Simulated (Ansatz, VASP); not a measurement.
## WS2 in VASP and in Ansatz

The input INCAR:

```
  PREC = Accurate
  ENCUT = 520
  EDIFF = 1E-6
  ISMEAR = 0
  SIGMA = 0.05
  LREAL = F
  LASPH = T
  NELM = 60
  ALGO = Normal
  ISIF = 2
  LWAVE = F
  LCHARG = F
  GGA = PS
  IVDW = 12
  NBANDS = 35
```

The input KPOINTS:

```
regular mesh
0
Gamma
  12 12 4
```

Contents of POSCAR:

```
WS2
1.0
    3.2548901299      0.0000000000      0.0000000000
   -1.6274450649      2.8188175391      0.0000000000
    0.0000000000      0.0000000000     11.7722466704
W S
2 4
Direct
    0.3333333333      0.6666666667      0.2500000000
    0.6666666667      0.3333333333      0.7500000000
    0.3333333333      0.6666666667      0.6164531912
    0.6666666667      0.3333333333      0.1164531912
    0.3333333333      0.6666666667      0.8835468088
    0.6666666667      0.3333333333      0.3835468088
```

Input for Ansatz:

```yaml
crystal:
  lattice:
    - [3.2548901299, 0.0, 0.0]
    - [-1.6274450649, 2.8188175391, 0.0]
    - [0.0, 0.0, 11.7722466704]
  atoms:
    - { symbol: W, position: [0.3333333333, 0.6666666667, 0.25] }
    - { symbol: W, position: [0.6666666667, 0.3333333333, 0.75] }
    - { symbol: S, position: [0.3333333333, 0.6666666667, 0.6164531912] }
    - { symbol: S, position: [0.6666666667, 0.3333333333, 0.1164531912] }
    - { symbol: S, position: [0.3333333333, 0.6666666667, 0.8835468088] }
    - { symbol: S, position: [0.6666666667, 0.3333333333, 0.3835468088] }
basis:
  ecutwfc: 420
kpoints:
  mp_grid: { grid: [12, 12, 4] }
hamiltonian:
  xc: pbesol
  dispersion: d3bj
scf:
  occupations: { method: gaussian, width: 0.05 }
output:
  forces: true
  stress: true
  eigenvalues: true
```

Change from the starting cell: strain +0.0450 x Voigt [1, 1, 0, 0, 0, 0], atoms carried along.

Alike in both runs: task single point; functional PBEsol; dispersion D3(BJ); k mesh 12 × 12 × 4; occupations gaussian, width 0.05 eV; no spin polarisation.

|  | VASP | Ansatz |
| --- | --- | --- |
| version | VASP 6.6.1 | Ansatz 0.2.0 |
| potentials or method | VASP PAW PBE potentials, release 64 (W_sv, S), cutoff 520 eV | scalar-relativistic, plane waves, PAW |
| valence electrons in the cell | 52 | 52 |

Ansatz gave:

```
gap on the k mesh at the Fermi level (eV)                     : 0.71
least direct gap on the mesh (eV)                             : 1.47
pressure (GPa)                                                : -13.1
traceless stress, the component that is largest in VASP (GPa) : 4.38
rms of the force components (eV/Å)                            : 0.435
```

Problem. Estimate VASP's values.

Solution. gap on the k mesh at the Fermi level (eV): 0.73; least direct gap on the mesh (eV): 1.47; pressure (GPa): -13.0; traceless stress, the component that is largest in VASP (GPa): 4.42; rms of the force components (eV/Å): 0.428.

VASP's potentials were made for PBE, not for PBEsol. Atom by atom the forces differ by 0.007 eV/Å (rms over components).

Neither program's run includes spin-orbit coupling.
